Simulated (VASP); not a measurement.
# Li (Fd-3m) in VASP: further runs

The runs below take Li through single point, with BLYP.

Program: VASP 6.6.1. These are calculated values, not measurements. Logs are shortened: lines on timing, memory, paths and dates and some standing lists are left out, and cuts for length are marked.

### Step 1. The cell of the first run

Symmetry: Fd-3m, No. 227, cubic system. Conventional cell: a = 6.073 Å, b = 6.073 Å, c = 6.073 Å, α = 90.00°, β = 90.00°, γ = 90.00°. Li (site symmetry -43m) has 4 Li at 2.63 Å within 3.5 Å.

### Step 2. Single point, BLYP

The input, INCAR:

```
SYSTEM = Li
PREC     = Accurate       ! precision mode
ENCUT    = 520            ! plane-wave cutoff, eV
EDIFF    = 1E-6           ! SCF threshold, eV
ISMEAR   = -1             ! smearing method
SIGMA    = 0.1            ! smearing width, eV
LREAL    = .FALSE.        ! projectors in reciprocal space
LASPH    = .TRUE.         ! aspherical terms in the spheres
NELM     = 60             ! most SCF steps
ALGO     = Normal         ! electronic algorithm
ISIF     = 2              ! what is computed and relaxed
LWAVE    = .FALSE.        ! write WAVECAR
LCHARG   = .FALSE.        ! write CHGCAR
GGA      = B5             ! functional
ALDAX    = 1.0          
AGGAX    = 1.0          
AGGAC    = 1.0          
ALDAC    = 0.0          
NBANDS   = 10             ! bands
```

The input, KPOINTS:

```
Automatic mesh
0
G
  9 9 9
  0 0 0
```

The input, POSCAR:

```
Li
1.0
    0.0000000000      3.0364081056      3.0364081056
    3.0364081056      0.0000000000      3.0364081056
    3.0364081056      3.0364081056      0.0000000000
Li
2
Direct
    0.1250000000      0.1250000000      0.1250000000
    0.8750000000      0.8750000000      0.8750000000
```

Potentials or basis: VASP PAW PBE potentials, release 64 (Li_sv).

Started as:

```bash
$ cat potpaw_PBE.64/Li_sv/POTCAR > POTCAR
$ mpirun -np 1 vasp_std > vasp.out
```

OUTCAR:

```text
SYSTEM = Li
   PREC = Accurate
   ENCUT = 520
   EDIFF = 1E-6
   ISMEAR = -1
   LREAL = .FALSE.
   LASPH = .TRUE.
   NELM = 60
   ISIF = 2
   GGA = B5

 ion  position               nearest neighbor table
   1  0.125  0.125  0.125-
   2  0.875  0.875  0.875-

  LATTYP: Found a face centered cubic cell.
 ALAT       =     6.0728162112

  Lattice vectors:

 A1 = (   0.0000000000,   3.0364081056,   3.0364081056)
 A2 = (   3.0364081056,   0.0000000000,   3.0364081056)
 A3 = (   3.0364081056,   3.0364081056,   0.0000000000)

Analysis of symmetry for initial positions (statically):
=====================================================================
 Subroutine PRICEL returns:
 Original cell was already a primitive cell.

 Routine SETGRP: Setting up the symmetry group for a
 face centered cubic supercell.

 Subroutine GETGRP returns: Found 48 space group operations
 (whereof 12 operations were pure point group operations)
 out of a pool of 48 trial point group operations.

The static configuration has the point symmetry D_3d.
 The point group associated with its full space group is O_h .

Analysis of symmetry for dynamics (positions and initial velocities):
=====================================================================
 Subroutine PRICEL returns:
 Original cell was already a primitive cell.

 Routine SETGRP: Setting up the symmetry group for a
 face centered cubic supercell.

 Subroutine GETGRP returns: Found 48 space group operations
 (whereof 12 operations were pure point group operations)
 out of a pool of 48 trial point group operations.

The dynamic configuration has the point symmetry D_3d.
 The point group associated with its full space group is O_h .

 Subroutine INISYM returns: Found 48 space group operations
 (whereof 12 operations are pure point group operations),
 and found     1 'primitive' translations

----------------------------------------------------------------------------------------

                                     Primitive cell

  volume of cell :      55.9900

  direct lattice vectors                    reciprocal lattice vectors
     0.000000000  3.036408106  3.036408106    -0.164668247  0.164668247  0.164668247
     3.036408106  0.000000000  3.036408106     0.164668247 -0.164668247  0.164668247
     3.036408106  3.036408106  0.000000000     0.164668247  0.164668247 -0.164668247

  length of vectors
     4.294129524  4.294129524  4.294129524     0.285213770  0.285213770  0.285213770

  position of ions in fractional coordinates (direct lattice)
     0.125000000  0.125000000  0.125000000
     0.875000000  0.875000000  0.875000000

  ion indices of the primitive-cell ions
   primitive index   ion index
                 1           1
                 2           2

----------------------------------------------------------------------------------------

 KPOINTS: Automatic mesh

Automatic generation of k-mesh.
 Grid dimensions read from file:
 generate k-points for:    9    9    9

 Generating k-lattice:

  Cartesian coordinates                     Fractional coordinates (reciprocal lattice)
    -0.018296472  0.018296472  0.018296472     0.111111111  0.000000000  0.000000000
     0.018296472 -0.018296472  0.018296472     0.000000000  0.111111111  0.000000000
     0.018296472  0.018296472 -0.018296472     0.000000000  0.000000000  0.111111111

  Length of vectors
     0.031690419  0.031690419  0.031690419

  Shift w.r.t. Gamma in fractional coordinates (k-lattice)
     0.000000000  0.000000000  0.000000000

 Subroutine IBZKPT returns following result:
 ===========================================

 Found     35 irreducible k-points:

 Following reciprocal coordinates:
            Coordinates               Weight
  0.000000  0.000000  0.000000      1.000000
  0.111111  0.000000  0.000000      8.000000
  0.222222  0.000000  0.000000      8.000000
  0.333333  0.000000  0.000000      8.000000
  0.444444  0.000000  0.000000      8.000000
  0.111111  0.111111  0.000000      6.000000
[... 16 lines left out ...]
 -0.333333  0.333333  0.000000     12.000000
  0.444444  0.444444  0.000000      6.000000
 [... further k-points ...]
   k-points           NKPTS =     35   k-points in BZ     NKDIM =     35   number of bands    NBANDS=     10
   number of dos      NEDOS =    301   number of ions     NIONS =      2
   total plane-waves  NPLWV =  32768
   dimension x,y,z NGX =    32 NGY =   32 NGZ =   32
   dimension x,y,z NGXF=    64 NGYF=   64 NGZF=   64
   ions per type =               2
   NGX,Y,Z   is equivalent  to a cutoff of  12.39, 12.39, 12.39 a.u.
   NGXF,Y,Z  is equivalent  to a cutoff of  24.78, 24.78, 24.78 a.u.
 SYSTEM =  Li
   PREC   = accura    normal or accurate (medium, high low for compatibility)
   ISTART =      0    job   : 0-new  1-cont  2-samecut
   ICHARG =      2    charge: 1-file 2-atom 10-const
   ISPIN  =      1    spin polarized calculation?
   LNONCOLLINEAR =      F non collinear calculations
   LSORBIT =      F    spin-orbit coupling
   LASPH  =      T    aspherical Exc in radial PAW
   ENCUT  =  520.0 eV  38.22 Ry    6.18 a.u.   7.98  7.98  7.98*2*pi/ulx,y,z
   NELM   =     60;   NELMIN=  2; NELMDL= -5     # of ELM steps
   EDIFF  = 0.1E-05   stopping-criterion for ELM
   LREAL  =      F    real-space projection
   EDIFFG = 0.1E-04   stopping-criterion for IOM
   NSW    =      0    number of steps for IOM
   IBRION =     -1    ionic relax: 0-MD 1-quasi-New 2-CG
   NFREE  =      0    steps in history (QN), initial steepest desc. (CG)
   ISIF   =      2    stress and relaxation
   ISYM   =      2    0-nonsym 1-usesym 2-fastsym
   POTIM  = 0.5000    time-step for ionic-motion
   TEBEG  =    0.0;   TEEND  =   0.0 temperature during run
   PSTRESS=    0.0 pullay stress
   NELECT =       6.0000    total number of electrons
   NUPDOWN=      -1.0000    fix difference up-down
   EMIN   =  10.00;   EMAX   =-10.00  energy-range for DOS
   EFERMI =   0.00;   METHOD = LEGACY
   ISMEAR =    -1;   SIGMA  =   0.10  broadening in eV -4-tet -1-fermi 0-gaus
   EFERMI_NEDOS =   21; number of points for ismear=-14 and -15
   IALGO  =     38    algorithm
   IMIX   =      4    mixing-type and parameters
     AMIX     =   0.40;   BMIX     =  1.00
     AMIX_MAG =   1.60;   BMIX_MAG =  1.00
  volume/ion in A,a.u.               =      27.99       188.92
  Fermi-wavevector in a.u.,A,eV,Ry     =   0.777598  1.469447  8.226879  0.604659
  Thomas-Fermi vector in A             =   1.880319
   LORBIT       =      0    0 simple, 1 ext, 2 COOP (PROOUT), +10 PAW based schemes
   GGA     = B5    functional components
   LHFCALC =     F    Hartree Fock is set to
   AEXX    =    0.0000 exact exchange contribution
   IVDW    =     0    specifies the selected vdW correction
   LEPSILON=     F    determine dielectric tensor
   LRPA    =     F    only Hartree local field effects (RPA)
 non-spin polarized calculation
  energy-cutoff  :      520.00
  volume of cell :       55.99
 maximum number of plane-waves:      1528
   NGX = 15   NGY = 15   NGZ = 15

 number of electron       5.9999989 magnetization

 Free energy of the ion-electron system (eV)
  ---------------------------------------------------
  ext. energy  EPLUGINS =         0.00000000
  ---------------------------------------------------
  free energy    TOTEN  =        -2.16843590 eV

  energy without entropy =       -2.13803549  energy(sigma->0) =       -2.15323569

 E-fermi :   0.3085     XC(G=0):  -5.8249

 val. band max:        0.2969810247   @ k =  -0.4444   0.2222   0.0000
 cond. band min:       0.3138554358   @ k =  -0.3333   0.4444   0.2222
 fundamental gap:      0.0168744111
 Fermi energy:         0.3085041867

 k-point     1 :       0.0000    0.0000    0.0000
  band No.  band energies     occupation
      1     -47.9935      2.00000
      2     -47.9370      2.00000
      3      -2.8032      2.00000
      4       5.3981      0.00000
      5       5.3981      0.00000
      6       5.3983      0.00000
      7       6.6024      0.00000
      8       6.6024      0.00000
      9       6.6025      0.00000
     10      11.3361      0.00000

 k-point     2 :       0.1111    0.0000    0.0000
  band No.  band energies     occupation
      1     -47.9922      2.00000
      2     -47.9383      2.00000
      3      -2.6851      2.00000
      4       4.3465      0.00000
      5       5.0715      0.00000
      6       5.0717      0.00000
      7       7.0190      0.00000
      8       7.0191      0.00000
      9       7.4419      0.00000
     10      10.5404      0.00000

 k-point     3 :       0.2222    0.0000    0.0000
  band No.  band energies     occupation
      1     -47.9887      2.00000
      2     -47.9418      2.00000
      3      -2.3319      2.00000
      4       2.8533      0.00000
      5       4.6213      0.00000
      6       4.6215      0.00000
      7       7.4535      0.00000
      8       7.4535      0.00000
      9       8.3430      0.00000
     10       9.7460      0.00000

 k-point     4 :       0.3333    0.0000    0.0000
  band No.  band energies     occupation
      1     -47.9839      2.00000
      2     -47.9466      2.00000
      3      -1.7490      2.00000
      4       1.4396      0.00002
      5       4.3114      0.00000
      6       4.3115      0.00000
      7       7.3131      0.00000
      8       7.3132      0.00000
      9       8.9310      0.00000
     10       9.2472      0.00000

 k-point     5 :       0.4444    0.0000    0.0000
  band No.  band energies     occupation
      1     -47.9799      2.00000
      2     -47.9505      2.00000
      3      -0.9733      1.99999
      4       0.2334      1.35898
      5       4.1621      0.00000
      6       4.1622      0.00000
      7       7.0792      0.00000
      8       7.0793      0.00000
      9       9.0038      0.00000
     10       9.2326      0.00000

 k-point     6 :       0.1111    0.1111    0.0000
  band No.  band energies     occupation
      1     -47.9918      2.00000
      2     -47.9388      2.00000
      3      -2.6455      2.00000
      4       4.5151      0.00000
      5       4.5151      0.00000
      6       5.1179      0.00000
      7       6.4826      0.00000
      8       7.6934      0.00000
      9       7.6934      0.00000
     10       9.1493      0.00000
[... 183 lines left out ...]
 k-point    21 :       0.4444    0.3333    0.0000
  band No.  band energies     occupation
      1     -47.9746      2.00000
      2     -47.9558      2.00000
      3      -0.7796      1.99996
      4       2.0212      0.00000
      5       2.0765      0.00000
      6       2.6456      0.00000
      7       5.9000      0.00000
      8       6.4997      0.00000
      9      11.0195      0.00000
     10      11.5042      0.00000

 k-point    22 :      -0.4444    0.3333    0.0000
  band No.  band energies     occupation
      1     -47.9706      2.00000
      2     -47.9598      2.00000
      3       0.0242      1.88994
      4       1.0175      0.00167
      5       1.4508      0.00002
      6       2.7598      0.00000
      7       5.9545      0.00000
      8       7.7641      0.00000
      9      10.5989      0.00000
     10      11.8464      0.00000

 k-point    23 :      -0.3333    0.3333    0.0000
  band No.  band energies     occupation
      1     -47.9722      2.00000
      2     -47.9581      2.00000
      3      -0.0288      1.93369
      4       1.0797      0.00089
      5       1.1201      0.00060
      6       3.1208      0.00000
      7       6.1928      0.00000
      8       9.2380      0.00000
      9       9.9097      0.00000
     10      11.1134      0.00000

 k-point    24 :       0.4444    0.4444    0.0000
  band No.  band energies     occupation
      1     -47.9701      2.00000
      2     -47.9603      2.00000
      3      -0.2551      1.99289
      4       1.1630      0.00039
      5       2.4264      0.00000
      6       2.4265      0.00000
      7       5.7575      0.00000
      8       5.7716      0.00000
      9      12.2569      0.00000
     10      12.2570      0.00000

 [... further k-points ...]
[... 5 lines left out ...]
  --------------------------------------------------------------------------------------
  -------------------------------------------------------------------------------------
  Total       -0.0359592     -0.0359592     -0.0359592     -0.0000000     -0.0000000     -0.0000000
  in kB       -1.0289869     -1.0289869     -1.0289869     -0.0000000     -0.0000000     -0.0000000
  external PRESSURE =      -1.0289869 kB  Pullay stress =       0.0000000 kB

 VOLUME and BASIS-vectors are now :
 -----------------------------------------------------------------------------
  energy-cutoff  :      520.00
  volume of cell :       55.99
      direct lattice vectors                 reciprocal lattice vectors
     0.000000000  3.036408106  3.036408106    -0.164668247  0.164668247  0.164668247
     3.036408106  0.000000000  3.036408106     0.164668247 -0.164668247  0.164668247
     3.036408106  3.036408106  0.000000000     0.164668247  0.164668247 -0.164668247

 POSITION                                       TOTAL-FORCE (eV/Angst)
 -----------------------------------------------------------------------------------
      0.75910      0.75910      0.75910        -0.000000      0.000000      0.000000
      5.31371      5.31371      5.31371         0.000000     -0.000000     -0.000000
 -----------------------------------------------------------------------------------
    total drift:                                0.000000      0.000000      0.000000

  FREE ENERGIE OF THE ION-ELECTRON SYSTEM (eV)
  ---------------------------------------------------
  free  energy   TOTEN  =        -2.1684358989 eV

  energy  without entropy=       -2.1380354865  energy(sigma->0) =       -2.15323569
```

It took 6.9 s on 1 thread of Intel Xeon 6975P-C (Granite Rapids), shared host; peak memory 0.15 GiB.

Results:

| Item | Value |
| --- | --- |
| Free energy | -2.1684 eV |
| Band gap on the k mesh | zero (band 3 reaches 0.71 eV, above the bottom of band 4 at 0.04 eV) |

Levels at points of the mesh, in eV from the Fermi level:
```
           k point  band 1  band 2  band 3  band 4  band 5  band 6
(0.00, 0.00, 0.00)  -48.30  -48.25   -3.11    5.09    5.09    5.09
```

Caveat: the cutoff is under 1.25 times the usual one of these potentials, so pressure, stress and relaxed cells hold a basis-set (Pulay) error; the PAW data sets were made with another functional, which shifts forces and pressure a little.

### Step 3. Single point, BLYP (volume scaled by 0.88)

The input, INCAR:

```
PREC = Accurate
ENCUT = 520
EDIFF = 1E-7
ISMEAR = -1
SIGMA = 0.1
LREAL = F
LASPH = T
NELM = 100
ALGO = Normal
ISIF = 2
LWAVE = F
LCHARG = F
GGA = B5
ALDAX = 1.0
AGGAX = 1.0
AGGAC = 1.0
ALDAC = 0.0
NBANDS = 10
```

The input, KPOINTS:

```
Automatic mesh
0
Gamma
  10 10 10
```

The input, POSCAR:

```
Li
1.0
    0.0000000000      2.9097412182      2.9097412182
    2.9097412182      0.0000000000      2.9097412182
    2.9097412182      2.9097412182      0.0000000000
Li
2
Direct
    0.1250000000      0.1250000000      0.1250000000
    0.8750000000      0.8750000000      0.8750000000
```

Potentials or basis: VASP PAW PBE potentials, release 64 (Li_sv).

Started as:

```bash
$ cat potpaw_PBE.64/Li_sv/POTCAR > POTCAR
$ mpirun -np 1 vasp_std > vasp.out
```

OUTCAR:

```text
PREC = Accurate
   ENCUT = 520
   EDIFF = 1E-7
   ISMEAR = -1
   LREAL = F
   LASPH = T
   NELM = 100
   ISIF = 2
   GGA = B5

 ion  position               nearest neighbor table
   1  0.125  0.125  0.125-   2 2.52   2 2.52   2 2.52   2 2.52
   2  0.875  0.875  0.875-   1 2.52   1 2.52   1 2.52   1 2.52

  LATTYP: Found a face centered cubic cell.
 ALAT       =     5.8194824364

  Lattice vectors:

[... 487 lines left out ...]
      1     -47.6267      2.00000
      2     -47.5887      2.00000
      3      -0.9243      2.00000
      4       2.7972      0.00000
      5       3.1621      0.00000
      6       3.3022      0.00000
      7       6.8193      0.00000
      8       7.3573      0.00000
      9      11.8631      0.00000
     10      12.3380      0.00000

 [... further k-points ...]
[... 5 lines left out ...]
  --------------------------------------------------------------------------------------
  -------------------------------------------------------------------------------------
  Total        0.1483442      0.1483442      0.1483442     -0.0000000     -0.0000000     -0.0000000
  in kB        4.8237872      4.8237872      4.8237872     -0.0000000     -0.0000000     -0.0000000
  external PRESSURE =       4.8237872 kB  Pullay stress =       0.0000000 kB

 VOLUME and BASIS-vectors are now :
 -----------------------------------------------------------------------------
  energy-cutoff  :      520.00
  volume of cell :       49.27
      direct lattice vectors                 reciprocal lattice vectors
     0.000000000  2.909741218  2.909741218    -0.171836587  0.171836587  0.171836587
     2.909741218  0.000000000  2.909741218     0.171836587 -0.171836587  0.171836587
     2.909741218  2.909741218  0.000000000     0.171836587  0.171836587 -0.171836587

 POSITION                                       TOTAL-FORCE (eV/Angst)
 -----------------------------------------------------------------------------------
      0.72744      0.72744      0.72744         0.000000      0.000000      0.000000
      5.09205      5.09205      5.09205        -0.000000     -0.000000     -0.000000
 -----------------------------------------------------------------------------------
    total drift:                                0.000000      0.000000      0.000000

  FREE ENERGIE OF THE ION-ELECTRON SYSTEM (eV)
  ---------------------------------------------------
  free  energy   TOTEN  =        -2.1561340605 eV

  energy  without entropy=       -2.1292485869  energy(sigma->0) =       -2.14269132
```

Wall time 12 s (1 thread of Intel Xeon 6975P-C (Granite Rapids), shared host); peak memory 0.16 GiB.

Results:

| Property | Result |
| --- | --- |
| Free energy | -2.1561 eV |
| Band gap on the k mesh | zero (band 3 reaches 1.21 eV, above the bottom of band 4 at 0.37 eV) |

Levels at points of the mesh, in eV from the Fermi level:
| k point | band 1 | band 2 | band 3 | band 4 | band 5 | band 6 | band 7 |
| --- | --- | --- | --- | --- | --- | --- | --- |
| (0.00, 0.00, 0.00) | -48.34 | -48.26 | -3.36 | 5.53 | 5.53 | 5.53 | 6.75 |
| (0.50, 0.00, 0.00) | -48.32 | -48.28 | -1.22 | -0.32 | 4.14 | 4.15 | 7.18 |
| (0.50, 0.50, 0.00) | -48.30 | -48.30 | 0.10 | 0.10 | 2.18 | 2.18 | 5.88 |

Caveat: the cutoff is under 1.25 times the usual one of these potentials, so pressure, stress and relaxed cells hold a basis-set (Pulay) error; the PAW data sets were made with another functional, which shifts forces and pressure a little.
